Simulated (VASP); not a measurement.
# KNbO3 (P4mm) in VASP: further runs

The runs below take KNbO3 through single point, with PBE.

Everything below comes from runs of VASP 6.6.1. Logs are shortened: lines on timing, memory, paths and dates and some standing lists are left out, and cuts for length are marked.

### Step 1. The cell of the first run

It takes space group P4mm (No. 99, tetragonal). Conventional cell: a = 4.013 Å, b = 4.013 Å, c = 4.110 Å, α = 90.00°, β = 90.00°, γ = 90.00°. Within 3.7 Å of K (site symmetry 4mm) lie 12 O at 2.80 to 2.95 Å and 8 Nb at 3.47 to 3.54 Å. Nb (site symmetry 4mm) has 6 O at 1.88 to 2.23 Å within 2.5 Å. Within 3.0 Å of O (site symmetry 2mm) lie 2 Nb at 2.01 Å and 4 K at 2.80 to 2.95 Å and 8 O at 2.84 to 2.88 Å. Within 2.5 Å of O (site symmetry 4mm) lie 2 Nb at 1.88 to 2.23 Å.

### Step 2. Single point, PBE, collinear spin, zero start

Contents of INCAR:

```
SYSTEM = KNbO3
PREC = Accurate
ENCUT = 600
EDIFF = 1E-6
ISMEAR = 1
SIGMA = 0.06802846561497
LREAL = .False.
LASPH = .True.
NELM = 200
ALGO = Normal
ISIF = 2
LWAVE = .False.
LCHARG = .False.
ISPIN = 2
MAGMOM = 0 0 0 0 0
LORBIT = 11
LMAXMIX = 4
GGA = PE
NBANDS = 32
GGA_COMPAT = .False.
```

Contents of KPOINTS:

```
regular mesh
0
Gamma
  4 4 4
  0 0 0
```

Contents of POSCAR:

```
KNbO3
1.0
    4.0129726800      0.0000000000      0.0000000000
    0.0000000000      4.0129726800      0.0000000000
    0.0000000000      0.0000000000      4.1102918300
K Nb O
1 1 3
Direct
    0.5000000000      0.5000000000      0.4999545100
    0.0000000000      0.0000000000      0.0149157700
    0.5000000000      0.0000000000      0.9741423400
    0.0000000000      0.5000000000      0.9741423400
    0.0000000000      0.0000000000      0.4716460400
```

Potentials or basis: VASP PAW PBE potentials, release 64 (K_sv, Nb_sv, O).

The run is started by

```
$ cat potpaw_PBE.64/K_sv/POTCAR potpaw_PBE.64/Nb_sv/POTCAR potpaw_PBE.64/O/POTCAR > POTCAR
$ mpirun -np 1 vasp_std > vasp.out
```

OUTCAR:

```text
SYSTEM = KNbO3
   PREC = Accurate
   ENCUT = 600
   EDIFF = 1E-6
   ISMEAR = 1
   LREAL = .False.
   LASPH = .True.
   NELM = 200
   ISIF = 2
   ISPIN = 2
   LORBIT = 11
   GGA = PE

 ion  position               nearest neighbor table
   1  0.500  0.500  0.500-   3 2.80   4 2.80   3 2.80   4 2.80   5 2.84   5 2.84   5 2.84   5 2.84

   2  0.000  0.000  0.015-   5 1.88   4 2.01   3 2.01   4 2.01   3 2.01   5 2.23
   3  0.500  0.000  0.974-   2 2.01   2 2.01   1 2.80   1 2.80
   4  0.000  0.500  0.974-   2 2.01   2 2.01   1 2.80   1 2.80
   5  0.000  0.000  0.472-   2 1.88   2 2.23   1 2.84   1 2.84   1 2.84   1 2.84

  LATTYP: Found a simple tetragonal cell.
 ALAT       =     4.0129726800
 C/A-ratio  =     1.0242511369

  Lattice vectors:

 A1 = (   4.0129726800,   0.0000000000,   0.0000000000)
 A2 = (   0.0000000000,   4.0129726800,   0.0000000000)
 A3 = (   0.0000000000,   0.0000000000,   4.1102918300)

Analysis of symmetry for initial positions (statically):
=====================================================================
 Subroutine PRICEL returns:
 Original cell was already a primitive cell.

 Routine SETGRP: Setting up the symmetry group for a
 simple tetragonal supercell.

 Subroutine GETGRP returns: Found  8 space group operations
 (whereof  8 operations were pure point group operations)
 out of a pool of 16 trial point group operations.

The static configuration has the point symmetry C_4v.

Analysis of symmetry for dynamics (positions and initial velocities):
=====================================================================
 Subroutine PRICEL returns:
 Original cell was already a primitive cell.

 Routine SETGRP: Setting up the symmetry group for a
 simple tetragonal supercell.

 Subroutine GETGRP returns: Found  8 space group operations
 (whereof  8 operations were pure point group operations)
 out of a pool of 16 trial point group operations.

The dynamic configuration has the point symmetry C_4v.

Analysis of structural, dynamic, and magnetic symmetry:
=====================================================================
 Subroutine PRICEL returns:
 Original cell was already a primitive cell.

 Routine SETGRP: Setting up the symmetry group for a
[... 130 lines left out ...]
   GGA     = PE    functional components
   LHFCALC =     F    Hartree Fock is set to
   AEXX    =    0.0000 exact exchange contribution
   IVDW    =     0    specifies the selected vdW correction
   LEPSILON=     F    determine dielectric tensor
   LRPA    =     F    only Hartree local field effects (RPA)
 spin polarized calculation
 Methfessel and Paxton  Order N= 1 SIGMA  =   0.07
  energy-cutoff  :      600.00
  volume of cell :       66.19
 maximum number of plane-waves:      2256
   NGX = 17   NGY = 17   NGZ = 17

 number of electron      40.0000000 magnetization      -0.0000010

 number of electron      40.0000000 magnetization       0.0000006

 Free energy of the ion-electron system (eV)
  ---------------------------------------------------
  ext. energy  EPLUGINS =         0.00000000
  ---------------------------------------------------
  free energy    TOTEN  =       -38.87526906 eV

  energy without entropy =      -38.87553514  energy(sigma->0) =      -38.87535775

 E-fermi :   3.1574     XC(G=0): -10.6131

 val. band max:        3.1122856186   @ k =   0.5000   0.5000   0.5000
 cond. band min:       4.6510326221   @ k =   0.0000   0.0000   0.0000
 fundamental gap:      1.5387470035
 Fermi energy:         3.1574179419

 spin component 1

 k-point     1 :       0.0000    0.0000    0.0000
  band No.  band energies     occupation
      1     -51.8927      1.00000
      2     -28.0204      1.00000
      3     -27.9265      1.00000
      4     -27.9265      1.00000
      5     -24.3403      1.00000
      6     -14.0408      1.00000
[... 619 lines left out ...]
     31      15.1672      0.00000
     32      17.1638      0.00000
 Fermi energy:         3.1574179419

 spin component 2

 k-point     1 :       0.0000    0.0000    0.0000
  band No.  band energies     occupation
      1     -51.8927      1.00000
      2     -28.0204      1.00000
      3     -27.9265      1.00000
      4     -27.9265      1.00000
      5     -24.3403      1.00000
      6     -14.0408      1.00000
[... 619 lines left out ...]
     31      15.1672      0.00000
     32      17.1636      0.00000

------------------------ aborting loop because EDIFF is reached ----------------------------------------

  FORCE on cell =-STRESS in cart. coord.  units (eV):
  Direction    XX          YY          ZZ          XY          YZ          ZX
  --------------------------------------------------------------------------------------
  -------------------------------------------------------------------------------------
  Total       -0.3292291     -0.3292291     -0.1352193      0.0000000      0.0000000      0.0000000
  in kB       -7.9689990     -7.9689990     -3.2729855      0.0000000      0.0000000      0.0000000
  external PRESSURE =      -6.4036611 kB  Pullay stress =       0.0000000 kB

 VOLUME and BASIS-vectors are now :
 -----------------------------------------------------------------------------
  energy-cutoff  :      600.00
  volume of cell :       66.19
      direct lattice vectors                 reciprocal lattice vectors
     4.012972680  0.000000000  0.000000000     0.249191829  0.000000000  0.000000000
     0.000000000  4.012972680  0.000000000     0.000000000  0.249191829  0.000000000
     0.000000000  0.000000000  4.110291830     0.000000000  0.000000000  0.243291728

 POSITION                                       TOTAL-FORCE (eV/Angst)
 -----------------------------------------------------------------------------------
      2.00649      2.00649      2.05496         0.000000      0.000000     -0.013688
      0.00000      0.00000      0.06131        -0.000000     -0.000000      0.324166
      2.00649      0.00000      4.00401         0.000000     -0.000000      0.039611
      0.00000      2.00649      4.00401        -0.000000     -0.000000      0.039611
      0.00000      0.00000      1.93860         0.000000     -0.000000     -0.389700
 -----------------------------------------------------------------------------------
    total drift:                                0.000000      0.000000      0.001008

  FREE ENERGIE OF THE ION-ELECTRON SYSTEM (eV)
  ---------------------------------------------------
  free  energy   TOTEN  =       -38.8752690609 eV

  energy  without entropy=      -38.8755351401  energy(sigma->0) =      -38.87535775

 total charge

# of ion       s       p       d       tot
------------------------------------------
    1        1.960   5.602   0.043   7.606
    2        2.202   6.126   2.021  10.350
    3        1.562   3.482   0.000   5.044
    4        1.562   3.482   0.000   5.044
    5        1.567   3.472   0.000   5.038
--------------------------------------------------
tot          8.853  22.165   2.064  33.082

 magnetization (x)

# of ion       s       p       d       tot
------------------------------------------
    1       -0.000  -0.000  -0.000  -0.000
    2        0.000  -0.000  -0.000  -0.000
    3       -0.000   0.000   0.000   0.000
    4       -0.000   0.000   0.000   0.000
    5       -0.000  -0.000   0.000  -0.000
--------------------------------------------------
tot          0.000   0.000  -0.000  -0.000
```

OSZICAR:

```text
N       E                     dE             d eps       ncg     rms          rms(c)
DAV:   1     0.404227047935E+03    0.40423E+03   -0.23202E+04  2304   0.140E+03
DAV:   2    -0.186837607507E+02   -0.42291E+03   -0.40335E+03  2680   0.432E+02
DAV:   3    -0.470572335345E+02   -0.28373E+02   -0.28072E+02  3616   0.106E+02
DAV:   4    -0.481612927499E+02   -0.11041E+01   -0.11007E+01  3592   0.175E+01
DAV:   5    -0.481827413799E+02   -0.21449E-01   -0.21446E-01  3336   0.217E+00    0.195E+01
DAV:   6    -0.392903783607E+02    0.88924E+01   -0.31868E+01  3376   0.394E+01    0.873E+00
DAV:   7    -0.389104823602E+02    0.37990E+00   -0.27228E+00  3200   0.116E+01    0.440E+00
DAV:   8    -0.389113242044E+02   -0.84184E-03   -0.51756E-01  3696   0.595E+00    0.155E+00
DAV:   9    -0.388761860866E+02    0.35138E-01   -0.96048E-02  3384   0.241E+00    0.557E-01
DAV:  10    -0.388751141517E+02    0.10719E-02   -0.19505E-02  3408   0.983E-01    0.248E-01
DAV:  11    -0.388752464336E+02   -0.13228E-03   -0.18420E-03  3384   0.348E-01    0.596E-02
DAV:  12    -0.388752324219E+02    0.14012E-04   -0.20023E-04  3320   0.954E-02    0.372E-02
DAV:  13    -0.388752550727E+02   -0.22651E-04   -0.29514E-05  3352   0.408E-02    0.220E-02
DAV:  14    -0.388752698360E+02   -0.14763E-04   -0.24838E-05  2640   0.305E-02    0.778E-03
DAV:  15    -0.388752690609E+02    0.77509E-06   -0.30480E-06  2688   0.102E-02
   1 F= -.38875269E+02 E0= -.38875358E+02  d E =0.266079E-03  mag=    -0.0000
```

stdout:

```text
POSCAR found type information on POSCAR K NbO
 POSCAR found :  3 types and       5 ions
 scaLAPACK will be used
 LDA part: xc-table for (Slater+PW92), standard interpolation
 POSCAR, INCAR and KPOINTS ok, starting setup
 FFT: planning ... GRIDC
 FFT: planning ... GRID_SOFT
 FFT: planning ... GRID
 WAVECAR not read
 entering main loop
```

Run time: 70 s. Hardware: 1 thread of Intel Xeon Platinum 8259CL at 2.50GHz (Skylake/Cascade Lake), shared host; peak memory 0.26 GiB.

Results:

- Free energy: -38.8753 eV
- Pressure: -0.6 GPa
- Largest force: 0.390 eV/Å
- Band gap on the k mesh: 1.54 eV (least direct gap 2.39 eV)
- Net moment: 0.00 μB per cell
- Valence electrons inside the program's atomic spheres: K 7.61; Nb 10.35; O 5.04

Forces on the atoms (eV/Å):
```
K    0.000  0.000 -0.014
Nb   0.000  0.000  0.324
O    0.000  0.000  0.040
O    0.000  0.000  0.040
O    0.000  0.000 -0.390
```

Levels at points of the mesh, in eV from the valence-band top:
Spin up:
```
           k point  band 17  band 18  band 19  band 20  band 21  band 22  band 23  band 24
(0.00, 0.00, 0.00)    -1.17    -1.05    -0.85    -0.85     1.54     2.19     2.19     5.30
(0.50, 0.00, 0.00)    -2.04    -1.54    -1.51    -1.16     2.27     4.03     4.15     5.29
(0.50, 0.50, 0.00)    -1.66    -1.51    -1.51    -0.03     4.17     4.17     5.07     5.91
(0.00, 0.00, 0.50)    -2.01    -1.54    -0.84    -0.84     1.63     4.07     4.07     5.32
(0.50, 0.00, 0.50)    -1.49    -1.45    -1.44    -0.23     4.06     4.10     4.96     6.52
(0.50, 0.50, 0.50)    -3.80    -0.19    -0.19     0.00     5.05     5.05     5.12     8.49
```
Spin down:
| k point | band 17 | band 18 | band 19 | band 20 | band 21 | band 22 | band 23 | band 24 |
| --- | --- | --- | --- | --- | --- | --- | --- | --- |
| (0.00, 0.00, 0.00) | -1.17 | -1.05 | -0.85 | -0.85 | 1.54 | 2.19 | 2.19 | 5.30 |
| (0.50, 0.00, 0.00) | -2.04 | -1.54 | -1.51 | -1.16 | 2.27 | 4.03 | 4.15 | 5.29 |
| (0.50, 0.50, 0.00) | -1.66 | -1.51 | -1.51 | -0.03 | 4.17 | 4.17 | 5.07 | 5.91 |
| (0.00, 0.00, 0.50) | -2.01 | -1.54 | -0.84 | -0.84 | 1.63 | 4.07 | 4.07 | 5.32 |
| (0.50, 0.00, 0.50) | -1.49 | -1.45 | -1.44 | -0.23 | 4.06 | 4.10 | 4.96 | 6.52 |
| (0.50, 0.50, 0.50) | -3.80 | -0.19 | -0.19 | 0.00 | 5.05 | 5.05 | 5.12 | 8.49 |

A k mesh can miss the band edges.

### Step 3. Single point, PBE

Contents of INCAR:

```
SYSTEM = KNbO3
  PREC = Accurate
  ENCUT = 600
  EDIFF = 1E-6
  ISMEAR = 0
  SIGMA = 0.1
  LREAL = .False.
  LASPH = .True.
  NELM = 120
  ALGO = Normal
  ISIF = 2
  LWAVE = .False.
  LCHARG = .False.
  GGA = PE
  NBANDS = 28
  NELECT = 41.0
  GGA_COMPAT = .False.
```

Contents of KPOINTS:

```
regular mesh
0
Gamma
  1 1 1
  0 0 0
```

POSCAR is that of step 2.

Potentials or basis: VASP PAW PBE potentials, release 64 (K_sv, Nb_sv, O).

The run is started by

```
$ cat potpaw_PBE.64/K_sv/POTCAR potpaw_PBE.64/Nb_sv/POTCAR potpaw_PBE.64/O/POTCAR > POTCAR
$ mpirun -np 1 vasp_gam > vasp.out
```

Run time: 7.8 s. Hardware: 1 thread of Intel Xeon Platinum 8259CL at 2.50GHz (Skylake/Cascade Lake), shared host; peak memory 0.18 GiB.

It converged, with:

```yaml
Free_energy: -18.5306 eV
Largest_force: 24.103 eV/Å
```

Forces in eV/Å, atoms in the order of the input:
```
K    0.000  0.000  1.011
Nb   0.000  0.000 24.103
O    0.000  0.000 -8.030
O    0.000  0.000 -8.030
O    0.000  0.000 -9.055
```

Levels at points of the mesh, in eV from the Fermi level:
| k point | band 16 | band 17 | band 18 | band 19 | band 20 | band 21 | band 22 | band 23 | band 24 | band 25 |
| --- | --- | --- | --- | --- | --- | --- | --- | --- | --- | --- |
| (0.00, 0.00, 0.00) | -2.66 | -1.90 | -1.90 | -1.45 | -1.45 | 0.00 | 0.53 | 0.53 | 3.81 | 4.08 |

Caveat: the k points lie up to 1.57 Å⁻¹ apart, too coarse for converged energies and pressures of a metal; the cell carries a net charge on a neutralising background, which shifts energy and pressure; the cell is charged against a uniform background, so pressure and absolute levels hang on convention; an odd number of electrons without spin polarisation forces a metal; a magnetic or distorted state may lie lower.

### Step 4. Single point, PBE

Contents of INCAR:

```
PREC = Accurate ; ENCUT = 600
EDIFF = 1E-6 ; ISMEAR = 0
SIGMA = 0.1 ; LREAL = F
LASPH = T ; NELM = 120
ALGO = Normal ; ISIF = 2
LWAVE = F ; LCHARG = F
GGA = PE ; NBANDS = 28
GGA_COMPAT = F
```

Contents of KPOINTS:

```
Automatic mesh
0
Gamma
  1 1 1
  0 0 0.5
```

POSCAR is that of step 3.

The run is started by

```
$ cat potpaw_PBE.64/K_sv/POTCAR potpaw_PBE.64/Nb_sv/POTCAR potpaw_PBE.64/O/POTCAR > POTCAR
$ mpirun -np 1 vasp_std > vasp.out
```

It took 10 s on 1 thread of Intel Xeon Platinum 8259CL at 2.50GHz (Skylake/Cascade Lake), shared host; peak memory 0.18 GiB.

It converged, with:

```
Free energy   : -33.2667 eV
Pressure      : 3.4 GPa
Largest force : 8.425 eV/Å
```

Forces on the atoms (eV/Å):
```
K    0.000  0.000  0.547
Nb   0.000  0.000  8.425
O    0.000  0.000 -4.363
O    0.000  0.000 -4.363
O    0.000  0.000 -0.247
```

Stress tensor (GPa, compression positive):
```
 36.97   0.00   0.00
  0.00  36.97   0.00
  0.00   0.00 -63.85
```

Levels at points of the mesh, in eV from the Fermi level:
```csv
k point,band 16,band 17,band 18,band 19,band 20,band 21,band 22,band 23,band 24,band 25
"(0.00, 0.00, 0.50)",-1.74,-1.62,-0.94,-0.16,-0.16,0.14,2.24,2.24,3.75,6.41
```

Caveat: the k points lie up to 1.57 Å⁻¹ apart, too coarse for converged energies, forces and pressures; forces of over 1 eV/Å act on the atoms, so gaps and moduli don't describe the material at rest.

### Step 5. Single point, PBE

Contents of INCAR:

```
SYSTEM = KNbO3
PREC = Accurate
ENCUT = 600
EDIFF = 1E-6
ISMEAR = 0
SIGMA = 0.1
LREAL = .FALSE.
LASPH = .TRUE.
NELM = 120
ALGO = Normal
ISIF = 2
LWAVE = .FALSE.
LCHARG = .FALSE.
GGA = PE
ISYM = 0
NBANDS = 28
GGA_COMPAT = .FALSE.
```

Contents of KPOINTS:

```
Automatic mesh
0
Gamma
  3 3 1
  0.56 0.5 0.69
```

POSCAR is that of step 4.

The run is started by

```
$ cat potpaw_PBE.64/K_sv/POTCAR potpaw_PBE.64/Nb_sv/POTCAR potpaw_PBE.64/O/POTCAR > POTCAR
$ mpirun -np 1 vasp_std > vasp.out
```

It took 61 s on 1 thread of Intel Xeon Platinum 8259CL at 2.50GHz (Skylake/Cascade Lake), shared host; peak memory 0.23 GiB.

It converged, with:

* Free energy: -40.1499 eV
* Pressure: -3.3 GPa
* Largest force: 1.485 eV/Å
* Band gap on the k mesh: 2.67 eV (least direct gap 3.62 eV)

Forces on the atoms (eV/Å):
```
K    0.000  0.000  0.023
Nb   0.000  0.000 -1.485
O    0.000  0.000  0.418
O    0.000  0.000  0.418
O    0.000  0.000  0.626
```

Stress tensor (GPa, compression positive):
```
  2.02   0.00   0.00
  0.00   2.02   0.00
  0.00   0.00 -13.90
```

Levels at points of the mesh, in eV from the valence-band top:
```
             k point  band 17  band 18  band 19  band 20  band 21  band 22  band 23  band 24
(-0.15, 0.17, -0.31)    -1.92    -1.34    -1.11    -0.94     2.67     3.44     3.49     6.71
```

Caveat: the k points lie up to 1.53 Å⁻¹ apart, too coarse for converged energies, forces and pressures; a shifted mesh leaves out Γ, where band edges can lie; forces of over 1 eV/Å act on the atoms, so gaps and moduli don't describe the material at rest. A k mesh can miss the band edges.

### Step 6. Summary

```csv
spin,k mesh,smearing,gap on the mesh (eV),pressure (GPa),largest force (eV/Å)
"collinear, zero start",4 × 4 × 4,methfessel-paxton 0.0680285 eV,1.54,-0.6,0.39
off,"1 × 1 × 1, shifted",gaussian 0.1 eV,-,3.4,8.43
off,"3 × 3 × 1, shifted",gaussian 0.1 eV,2.67,-3.3,1.49
```

Alike in all rows: task single point; level PBE; potentials or basis VASP PAW PBE potentials, release 64 (K_sv, Nb_sv, O); cell as given; cutoff (eV) 600.

Caveats: some runs use coarse meshes; forces of over 1 eV/Å act on the atoms, so gaps and moduli don't describe the material at rest (at least some runs); a shifted mesh leaves out Γ, where band edges can lie (at least some runs).

Total energies depend on the potentials used, so only differences within one code and one set of settings carry meaning.
